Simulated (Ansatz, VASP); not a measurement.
One calculation of Ru, two programs

```xyz
2
Lattice="2.6741 0.0000 0.0000 -1.3370 2.3158 0.0000 0.0000 0.0000 4.2268" Properties=species:S:1:pos:R:3 pbc="T T T"
Ru    0.0000    1.5439    1.0567
Ru    1.3370    0.7719    3.1701
```

Alike in both runs: functional LDA; k mesh 18 × 18 × 10; occupations gaussian, width 0.1 eV; no spin polarisation.

Ansatz relaxed the structure, and its values are those at the end. VASP's run is a single point on that final structure, the one shown.

```csv
,VASP,Ansatz
version,VASP 6.6.1,Ansatz 0.2.0
potentials or method,"VASP PAW LDA potentials, release 64 (Ru_pv), cutoff 500 eV","scalar-relativistic, plane waves, PAW"
valence electrons in the cell,28,32
```

VASP gave:

* gap on the k mesh at the Fermi level (eV): none
* pressure (GPa): 1.0

Task: Which values does Ansatz return?

Result: gap on the k mesh at the Fermi level (eV): none; pressure (GPa): 0.0.

Ansatz warns that its potentials were made for another functional, while VASP's fit it. LDA's correlation is that of Perdew and Zunger in VASP and of Perdew and Wang (1992) in Ansatz. A gap of «none» marks a metal or a gap that the smearing closes. VASP's potentials hold 28 valence electrons a cell and Ansatz's 32, so a difference there can come from the potentials and not from the codes.
